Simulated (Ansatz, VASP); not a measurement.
**Pt: VASP beside Ansatz**

```xyz
1
Lattice="0.0000 1.9609 1.9609 1.9609 0.0000 1.9609 1.9609 1.9609 0.0000" Properties=species:S:1:pos:R:3 pbc="T T T"
Pt    0.0000    0.0000    0.0000
```

Alike in both runs: task relaxation of cell and atoms; functional r2SCAN; dispersion D4; k mesh 13 × 13 × 13; no spin polarisation.

```csv
,VASP,Ansatz
version,VASP 6.6.1,Ansatz 0.2.0
potentials or method,"VASP PAW PBE potentials, release 64 (Pt)","plane waves, PAW"
plane-wave cutoff (eV),600,500
occupations,"methfessel-paxton of order 1, width 0.1 eV",cold
valence electrons in the cell,10,18
```

Ansatz gave:

- relaxed volume (Å³/atom): 15.16
- relaxed cell length with the largest relative difference (Å): 2.778

Task: Which values does VASP return?

Result: Relaxed volume (Å³/atom): 15.20; relaxed cell length with the largest relative difference (Å): 2.781.

VASP's potentials were made for PBE, not for r2SCAN. VASP's potentials hold 10 valence electrons a cell and Ansatz's 18, so a difference there can come from the potentials and not from the codes. Ansatz's warnings: stress scf threshold loose.

Neither program's run includes spin-orbit coupling.
